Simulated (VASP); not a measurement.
Set up this calculation in VASP 6.6.1, as the native input.

| Property | Result |
| --- | --- |
| Task | single point |
| Functional | PBEsol |
| Potentials or basis | VASP PAW PBE potentials, release 64 (Cd, F) |
| Cutoff | 520 eV |
| k mesh | 8 × 8 × 8 |
| Occupations | gaussian, width 0.05 eV |
| Spin | no spin polarisation |
| Dipole correction | no |
| Further INCAR settings | ALGO = Normal; EDIFF = 1e-06; NBANDS = 20 |

The structure of CdF2 lies in POSCAR:

```
CdF2
1.0
    0.0000000000      2.5978504023      3.0958838991
    2.3824845658      0.0000000000      3.0958838991
    2.3824845658      2.5978504023      0.0000000000
Cd F
1 2
Direct
    0.0000000000      0.0000000000      0.0000000000
    0.2500000000      0.2500000000      0.2500000000
    0.7500000000      0.7500000000      0.7500000000
```

This cell differs from its parent crystal: strain +e along x and -e along y -0.0400, strain +e along z and -e/2 along x and y +0.1500.

The input as run:

INCAR

```
ALGO = Normal
EDIFF = 1E-6
ENCUT = 520
GGA = PS
ISIF = 2
ISMEAR = 0
LASPH = T
LCHARG = T
LELF = T
LREAL = F
LVHAR = T
LWAVE = F
NBANDS = 20
NELM = 60
PREC = Accurate
SIGMA = 0.05
```

KPOINTS

```
k-points
0
Gamma
  8 8 8
```

Potentials or basis: VASP PAW PBE potentials, release 64 (Cd, F).

Run with:

```console
$ cat potpaw_PBE.64/Cd/POTCAR potpaw_PBE.64/F/POTCAR > POTCAR
$ mpirun -np 1 vasp_std > vasp.out
```

It gave:

```json
{"Pressure": "2.1 GPa", "Band gap on the k mesh": "1.70 eV (least direct gap 2.13 eV)"}
```

Caveat: the cell differs from its parent crystal (strain +e along x and -e along y -0.0400, strain +e along z and -e/2 along x and y +0.1500); the PAW data sets were made with another functional, which shifts forces and pressure a little.

Run time: 33 s on 1 thread of Intel(R) Xeon(R) 6975P-C (Granite Rapids), with other jobs on the host, peak memory 0.21 GiB.
